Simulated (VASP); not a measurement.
# Al2Au (Fm-3m) in VASP: further runs

Runs on Al2Au. Level: PBE. Tasks: single point, relaxation of cell and atoms.

Everything below comes from runs of VASP 6.6.1. Logs are shortened: lines on timing, memory, paths and dates and some standing lists are left out, and cuts for length are marked.

**1. The cell of the first run**

The structure is cubic, space group Fm-3m (No. 225). The conventional cell has a = 6.005 Å, b = 6.005 Å, c = 6.005 Å, α = 90.00°, β = 90.00°, γ = 90.00°. Within 3.4 Å of Al (site symmetry -43m) lie 4 Au at 2.60 Å and 6 Al at 3.00 Å. Within 3.4 Å of Au (site symmetry m-3m) lie 8 Al at 2.60 Å.

**2. Single point, PBE**

INCAR reads:

```
SYSTEM = Al2Au
ALGO     = Normal         ! electronic algorithm
EDIFF    = 1E-6           ! SCF threshold, eV
ENCUT    = 520            ! plane-wave cutoff, eV
GGA      = PE             ! functional
ISIF     = 2              ! what is computed and relaxed
ISMEAR   = 0              ! smearing method
LASPH    = .TRUE.         ! aspherical terms in the spheres
LCHARG   = .FALSE.        ! write CHGCAR
LREAL    = .FALSE.        ! projectors in reciprocal space
LWAVE    = .FALSE.        ! write WAVECAR
NBANDS   = 16             ! bands
NELM     = 60             ! most SCF steps
PREC     = Accurate       ! precision mode
SIGMA    = 0.1            ! smearing width, eV
```

KPOINTS reads:

```
k-points
0
G
  6 6 6
  0 0 0
```

POSCAR reads:

```
Al2Au
1.0
    0.0000000000      3.0023346623      3.0023346623
    3.0023346623      0.0000000000      3.0023346623
    3.0023346623      3.0023346623      0.0000000000
Al Au
2 1
Direct
    0.2500000000      0.2500000000      0.2500000000
    0.7500000000      0.7500000000      0.7500000000
    0.0000000000      0.0000000000      0.0000000000
```

Potentials or basis: VASP PAW PBE potentials, release 64 (Al, Au).

On the command line:

```sh
> cat potpaw_PBE.64/Al/POTCAR potpaw_PBE.64/Au/POTCAR > POTCAR
> mpirun -np 1 vasp_std > vasp.out
```

OUTCAR:

```text
SYSTEM = Al2Au
   EDIFF = 1E-6
   ENCUT = 520
   GGA = PE
   ISIF = 2
   ISMEAR = 0
   LASPH = .TRUE.
   LREAL = .FALSE.
   NELM = 60
   PREC = Accurate

 ion  position               nearest neighbor table
   1  0.250  0.250  0.250-   3 2.60   3 2.60   3 2.60   3 2.60   2 3.00   2 3.00   2 3.00   2 3.00
                             2 3.00   2 3.00
   2  0.750  0.750  0.750-   3 2.60   3 2.60   3 2.60   3 2.60   1 3.00   1 3.00   1 3.00   1 3.00
                             1 3.00   1 3.00
   3  0.000  0.000  0.000-   2 2.60   2 2.60   2 2.60   1 2.60   1 2.60   1 2.60   2 2.60   1 2.60

  LATTYP: Found a face centered cubic cell.
 ALAT       =     6.0046693246

  Lattice vectors:

 A1 = (   0.0000000000,   3.0023346623,   3.0023346623)
 A2 = (   3.0023346623,   0.0000000000,   3.0023346623)
 A3 = (   3.0023346623,   3.0023346623,   0.0000000000)

Analysis of symmetry for initial positions (statically):
=====================================================================
 Subroutine PRICEL returns:
 Original cell was already a primitive cell.

 Routine SETGRP: Setting up the symmetry group for a
 face centered cubic supercell.

 Subroutine GETGRP returns: Found 48 space group operations
 (whereof 48 operations were pure point group operations)
 out of a pool of 48 trial point group operations.

The static configuration has the point symmetry O_h .

Analysis of symmetry for dynamics (positions and initial velocities):
=====================================================================
 Subroutine PRICEL returns:
 Original cell was already a primitive cell.

 Routine SETGRP: Setting up the symmetry group for a
 face centered cubic supercell.

 Subroutine GETGRP returns: Found 48 space group operations
 (whereof 48 operations were pure point group operations)
 out of a pool of 48 trial point group operations.

The dynamic configuration has the point symmetry O_h .

 Subroutine INISYM returns: Found 48 space group operations
 (whereof 48 operations are pure point group operations),
 and found     1 'primitive' translations

----------------------------------------------------------------------------------------

                                     Primitive cell

  volume of cell :      54.1262

  direct lattice vectors                    reciprocal lattice vectors
     0.000000000  3.002334662  3.002334662    -0.166537064  0.166537064  0.166537064
     3.002334662  0.000000000  3.002334662     0.166537064 -0.166537064  0.166537064
     3.002334662  3.002334662  0.000000000     0.166537064  0.166537064 -0.166537064

  length of vectors
     4.245942398  4.245942398  4.245942398     0.288450656  0.288450656  0.288450656

  position of ions in fractional coordinates (direct lattice)
     0.250000000  0.250000000  0.250000000
     0.750000000  0.750000000  0.750000000
     0.000000000  0.000000000  0.000000000

  ion indices of the primitive-cell ions
   primitive index   ion index
                 1           1
                 2           2
                 3           3

----------------------------------------------------------------------------------------

 KPOINTS: k-points

Automatic generation of k-mesh.
 Grid dimensions read from file:
 generate k-points for:    6    6    6

 Generating k-lattice:

  Cartesian coordinates                     Fractional coordinates (reciprocal lattice)
    -0.027756177  0.027756177  0.027756177     0.166666667  0.000000000  0.000000000
     0.027756177 -0.027756177  0.027756177     0.000000000  0.166666667  0.000000000
     0.027756177  0.027756177 -0.027756177     0.000000000  0.000000000  0.166666667

  Length of vectors
     0.048075109  0.048075109  0.048075109

  Shift w.r.t. Gamma in fractional coordinates (k-lattice)
     0.000000000  0.000000000  0.000000000

 Subroutine IBZKPT returns following result:
 ===========================================

 Found     16 irreducible k-points:

 Following reciprocal coordinates:
            Coordinates               Weight
  0.000000  0.000000  0.000000      1.000000
  0.166667  0.000000  0.000000      8.000000
  0.333333  0.000000  0.000000      8.000000
  0.500000  0.000000  0.000000      4.000000
  0.166667  0.166667  0.000000      6.000000
  0.333333  0.166667  0.000000     24.000000
[... 8 lines left out ...]
 -0.333333  0.333333  0.166667     24.000000
 -0.333333  0.500000  0.166667     12.000000
   k-points           NKPTS =     16   k-points in BZ     NKDIM =     16   number of bands    NBANDS=     16
   number of dos      NEDOS =    301   number of ions     NIONS =      3
   total plane-waves  NPLWV =  32768
   dimension x,y,z NGX =    32 NGY =   32 NGZ =   32
   dimension x,y,z NGXF=    64 NGYF=   64 NGZF=   64
   ions per type =               2   1
   NGX,Y,Z   is equivalent  to a cutoff of  12.53, 12.53, 12.53 a.u.
   NGXF,Y,Z  is equivalent  to a cutoff of  25.06, 25.06, 25.06 a.u.
 SYSTEM =  Al2Au
   PREC   = accura    normal or accurate (medium, high low for compatibility)
   ISTART =      0    job   : 0-new  1-cont  2-samecut
   ICHARG =      2    charge: 1-file 2-atom 10-const
   ISPIN  =      1    spin polarized calculation?
   LNONCOLLINEAR =      F non collinear calculations
   LSORBIT =      F    spin-orbit coupling
   LASPH  =      T    aspherical Exc in radial PAW
   ENCUT  =  520.0 eV  38.22 Ry    6.18 a.u.   7.89  7.89  7.89*2*pi/ulx,y,z
   NELM   =     60;   NELMIN=  2; NELMDL= -5     # of ELM steps
   EDIFF  = 0.1E-05   stopping-criterion for ELM
   LREAL  =      F    real-space projection
   EDIFFG = 0.1E-04   stopping-criterion for IOM
   NSW    =      0    number of steps for IOM
   IBRION =     -1    ionic relax: 0-MD 1-quasi-New 2-CG
   NFREE  =      0    steps in history (QN), initial steepest desc. (CG)
   ISIF   =      2    stress and relaxation
   ISYM   =      2    0-nonsym 1-usesym 2-fastsym
   POTIM  = 0.5000    time-step for ionic-motion
   TEBEG  =    0.0;   TEEND  =   0.0 temperature during run
   PSTRESS=    0.0 pullay stress
   NELECT =      17.0000    total number of electrons
   NUPDOWN=      -1.0000    fix difference up-down
   EMIN   =  10.00;   EMAX   =-10.00  energy-range for DOS
   EFERMI =   0.00;   METHOD = LEGACY
   ISMEAR =     0;   SIGMA  =   0.10  broadening in eV -4-tet -1-fermi 0-gaus
   EFERMI_NEDOS =   21; number of points for ismear=-14 and -15
   IALGO  =     38    algorithm
   IMIX   =      4    mixing-type and parameters
     AMIX     =   0.40;   BMIX     =  1.00
     AMIX_MAG =   1.60;   BMIX_MAG =  1.00
  volume/ion in A,a.u.               =      18.04       121.75
  Fermi-wavevector in a.u.,A,eV,Ry     =   1.112813  2.102911 16.848801  1.238352
  Thomas-Fermi vector in A             =   2.249391
   LORBIT       =      0    0 simple, 1 ext, 2 COOP (PROOUT), +10 PAW based schemes
   GGA     = PE    functional components
   LHFCALC =     F    Hartree Fock is set to
   AEXX    =    0.0000 exact exchange contribution
   IVDW    =     0    specifies the selected vdW correction
   LEPSILON=     F    determine dielectric tensor
   LRPA    =     F    only Hartree local field effects (RPA)
 non-spin polarized calculation
 Gauss-broadening in eV      SIGMA  =   0.10
  energy-cutoff  :      520.00
  volume of cell :       54.13
 maximum number of plane-waves:      1470
   NGX = 15   NGY = 15   NGZ = 15

 number of electron      17.0000001 magnetization

 Free energy of the ion-electron system (eV)
  ---------------------------------------------------
  ext. energy  EPLUGINS =         0.00000000
  ---------------------------------------------------
  free energy    TOTEN  =       -12.01277718 eV

  energy without entropy =      -12.00513990  energy(sigma->0) =      -12.00895854

 E-fermi :   7.6549     XC(G=0): -10.5159

 val. band max:        7.6393009578   @ k =   0.3333   0.1667   0.0000
 cond. band min:       8.1296459411   @ k =   0.5000   0.0000   0.0000
 fundamental gap:      0.4903449833
 Fermi energy:         7.6549065713

 k-point     1 :       0.0000    0.0000    0.0000
  band No.  band energies     occupation
      1      -2.7658      2.00000
      2       1.1829      2.00000
      3       1.1829      2.00000
      4       1.1829      2.00000
      5       2.1375      2.00000
      6       2.1375      2.00000
[... 8 lines left out ...]
     15      13.5043      0.00000
     16      13.5043      0.00000

 k-point     2 :       0.1667    0.0000    0.0000
  band No.  band energies     occupation
      1      -2.4063      2.00000
      2       1.0751      2.00000
      3       1.2668      2.00000
      4       1.2668      2.00000
      5       2.1251      2.00000
      6       2.1251      2.00000
[... 8 lines left out ...]
     15      13.2348      0.00000
     16      13.4596      0.00000

 k-point     3 :       0.3333    0.0000    0.0000
  band No.  band energies     occupation
      1      -1.4452      2.00000
      2       0.9641      2.00000
      3       1.3932      2.00000
      4       1.3932      2.00000
      5       2.1773      2.00000
      6       2.1773      2.00000
[... 8 lines left out ...]
     15      15.1103      0.00000
     16      15.2445      0.00000

 k-point     4 :       0.5000    0.0000    0.0000
  band No.  band energies     occupation
      1      -0.7210      2.00000
      2       1.3191      2.00000
      3       1.4247      2.00000
      4       1.4247      2.00000
      5       2.2579      2.00000
      6       2.2579      2.00000
[... 8 lines left out ...]
     15      16.6042      0.00000
     16      17.5803      0.00000
[... 172 lines left out ...]
 k-point    14 :       0.5000    0.3333    0.1667
  band No.  band energies     occupation
      1      -0.5507      2.00000
      2       0.7081      2.00000
      3       1.4631      2.00000
      4       1.7193      2.00000
      5       2.0691      2.00000
      6       2.2812      2.00000
[... 8 lines left out ...]
     15      16.1582      0.00000
     16      17.2780      0.00000

 k-point    15 :      -0.3333    0.3333    0.1667
  band No.  band energies     occupation
      1       0.1730      2.00000
      2       0.8183      2.00000
      3       1.5015      2.00000
      4       1.8071      2.00000
      5       1.8926      2.00000
      6       2.3771      2.00000
[... 8 lines left out ...]
     15      16.4413      0.00000
     16      18.5517      0.00000

 k-point    16 :      -0.3333    0.5000    0.1667
  band No.  band energies     occupation
      1       0.5901      2.00000
      2       0.9687      2.00000
      3       1.0724      2.00000
      4       1.9899      2.00000
      5       1.9910      2.00000
      6       2.5883      2.00000
[... 8 lines left out ...]
     15      18.3287      0.00000
     16      18.8237      0.00000

------------------------ aborting loop because EDIFF is reached ----------------------------------------

  FORCE on cell =-STRESS in cart. coord.  units (eV):
  Direction    XX          YY          ZZ          XY          YZ          ZX
  --------------------------------------------------------------------------------------
  -------------------------------------------------------------------------------------
  Total        0.9817777      0.9817777      0.9817777      0.0000000      0.0000000     -0.0000000
  in kB       29.0613951     29.0613951     29.0613951      0.0000000      0.0000000     -0.0000000
  external PRESSURE =      29.0613951 kB  Pullay stress =       0.0000000 kB

 VOLUME and BASIS-vectors are now :
 -----------------------------------------------------------------------------
  energy-cutoff  :      520.00
  volume of cell :       54.13
      direct lattice vectors                 reciprocal lattice vectors
     0.000000000  3.002334662  3.002334662    -0.166537064  0.166537064  0.166537064
     3.002334662  0.000000000  3.002334662     0.166537064 -0.166537064  0.166537064
     3.002334662  3.002334662  0.000000000     0.166537064  0.166537064 -0.166537064

 POSITION                                       TOTAL-FORCE (eV/Angst)
 -----------------------------------------------------------------------------------
      1.50117      1.50117      1.50117        -0.000000     -0.000000     -0.000000
      4.50350      4.50350      4.50350         0.000000      0.000000      0.000000
      0.00000      0.00000      0.00000        -0.000000      0.000000     -0.000000
 -----------------------------------------------------------------------------------
    total drift:                                0.000000     -0.000000      0.000000

  FREE ENERGIE OF THE ION-ELECTRON SYSTEM (eV)
  ---------------------------------------------------
  free  energy   TOTEN  =       -12.0127771757 eV

  energy  without entropy=      -12.0051398965  energy(sigma->0) =      -12.00895854
```

Wall time 6.7 s (1 thread of Intel Xeon 6975P-C (Granite Rapids), shared host); peak memory 0.18 GiB.

What came out:

| Property | Result |
| --- | --- |
| Free energy | -12.0128 eV |
| Pressure | 2.9 GPa |

Caveat: spin-orbit coupling is left out, which moves the levels of the heavy elements.

**3. Single point, PBE**

This run uses another cell than the first one, of 18.56 Å³/atom, 1.029 times its volume.

INCAR reads:

```
ALGO = Normal
EDIFF = 1E-6
ENCUT = 520
GGA = PE
ISIF = 2
ISMEAR = 0
LASPH = True
LCHARG = False
LREAL = False
LWAVE = False
NBANDS = 16
NELM = 60
PREC = Accurate
SIGMA = 0.1
```

KPOINTS reads:

```
k-points
0
Gamma
  14 14 14
```

POSCAR reads:

```
Al2Au
1.0
    0.0000000000      3.0310648436      3.0310648436
    3.0310648436      0.0000000000      3.0310648436
    3.0310648436      3.0310648436      0.0000000000
Al Au
2 1
Direct
    0.2500000000      0.2500000000      0.2500000000
    0.7500000000      0.7500000000      0.7500000000
    0.0000000000      0.0000000000      0.0000000000
```

Potentials or basis: VASP PAW PBE potentials, release 64 (Al, Au).

On the command line:

```sh
> cat potpaw_PBE.64/Al/POTCAR potpaw_PBE.64/Au/POTCAR > POTCAR
> mpirun -np 1 vasp_std > vasp.out
```

Run time: 27 s. Hardware: 1 thread of Intel Xeon 6975P-C (Granite Rapids), shared host; peak memory 0.24 GiB.

The run converged. Its results:

| Item | Value |
| --- | --- |
| Free energy | -12.0240 eV |
| Pressure | -0.3 GPa |

Levels at points of the mesh, in eV from the Fermi level:
```
           k point  band 5  band 6  band 7  band 8  band 9  band 10  band 11  band 12  band 13  band 14
(0.00, 0.00, 0.00)   -5.52   -5.52    2.01    2.94    2.94     2.94     3.76     3.76     3.76     5.64
(0.50, 0.00, 0.00)   -5.41   -5.41   -5.35    0.36    0.36     3.22     3.34     3.70     3.70     8.72
(0.50, 0.50, 0.00)   -5.67   -5.23   -4.93   -2.05   -2.05     1.07     2.07     7.61     9.54     9.54
```

Caveat: spin-orbit coupling is left out, which moves the levels of the heavy elements.

**4. Relaxation of cell and atoms, PBE**

INCAR reads:

```
  PREC = Accurate
  ENCUT = 600
  EDIFF = 1E-6
  ISMEAR = 0
  SIGMA = 0.1
  LREAL = False
  LASPH = True
  NELM = 80
  ALGO = Normal
  ISIF = 3
  LWAVE = False
  LCHARG = False
  GGA = PE
  IBRION = 2
  NSW = 100
  EDIFFG = -0.01
```

KPOINTS reads:

```
Automatic mesh
0
Gamma
  14 14 14
```

POSCAR reads:

```
Al2Au
1.0
    0.0000000000      3.0023346623      3.0023346623
    3.0023346623      0.0000000000      3.0023346623
    3.0023346623      3.0023346623      0.0000000000
Al Au
2 1
Direct
    0.2500000000      0.2500000000      0.2500000000
    0.7500000000      0.7500000000      0.7500000000
    0.0000000000      0.0000000000      0.0000000000
```

On the command line:

```sh
> cat potpaw_PBE.64/Al/POTCAR potpaw_PBE.64/Au/POTCAR > POTCAR
> mpirun -np 1 vasp_std > vasp.out
```

Run time: 82 s. Hardware: 1 thread of Intel Xeon 6975P-C (Granite Rapids), shared host; peak memory 0.27 GiB.

Results (log left out):

| Property | Result |
| --- | --- |
| Free energy | -12.0239 eV |
| Relaxed volume | 18.52 Å³/atom |
| Relaxed cell | a = 4.283 Å, b = 4.283 Å, c = 4.283 Å, α = 60.00°, β = 60.00°, γ = 60.00° |
| Space group after relaxing (to 0.05 Å) | Fm-3m (No. 225) |
| Energy gained by relaxing | 4.3 meV/atom |
| Ionic steps | 3 |
| Pressure after relaxing | 0.0 GPa |

Step by step:
| step | energy change (eV) | largest force (eV/Å) | pressure (GPa) | volume (Å³) |
| --- | --- | --- | --- | --- |
| 1 | 0.0000 | 0.0000 | 2.94 | 54.13 |
| 2 | -0.0047 | 0.0000 | -2.16 | 56.76 |
| 3 | -0.0129 | 0.0000 | 0.01 | 55.57 |

Final structure:
```yaml
crystal:
  lattice:
    - [0.00000, 3.02882, 3.02882]
    - [3.02882, 0.00000, 3.02882]
    - [3.02882, 3.02882, 0.00000]
  atoms:
    - { symbol: Al, position: [0.25000, 0.25000, 0.25000] }
    - { symbol: Al, position: [0.75000, 0.75000, 0.75000] }
    - { symbol: Au, position: [0.00000, 0.00000, 0.00000] }
```

Levels at points of the mesh, in eV from the Fermi level:
| k point | band 7 | band 8 | band 9 | band 10 | band 11 | band 12 |
| --- | --- | --- | --- | --- | --- | --- |
| (0.00, 0.00, 0.00) | 2.02 | 2.94 | 2.94 | 2.94 | 3.77 | 3.77 |
| (0.50, 0.00, 0.00) | -5.35 | 0.36 | 0.36 | 3.22 | 3.36 | 3.71 |
| (0.50, 0.50, 0.00) | -4.94 | -2.06 | -2.06 | 1.09 | 2.07 | 7.62 |

Caveat: spin-orbit coupling is left out, which moves the levels of the heavy elements.

**5. Overview**

```tsv
task	cell	k mesh	cutoff (eV)	gap on the mesh (eV)	pressure (GPa)
single point	a = 4.246 Å, angles 60.0°, 3 atoms	6 × 6 × 6	520	none	2.9
single point	a = 4.287 Å, angles 60.0°, 3 atoms	14 × 14 × 14	520	none	-0.3
relaxation of cell and atoms	relaxed from a = 4.246 Å, angles 60.0°, 3 atoms	14 × 14 × 14	600	none	0.0
```

Alike in all rows: level PBE; potentials or basis VASP PAW PBE potentials, release 64 (Al, Au); no spin polarisation; smearing gaussian 0.1 eV.

Caveats: spin-orbit coupling is left out, which moves the levels of the heavy elements.

Total energies depend on the potentials used, so only differences within one code and one set of settings carry meaning.
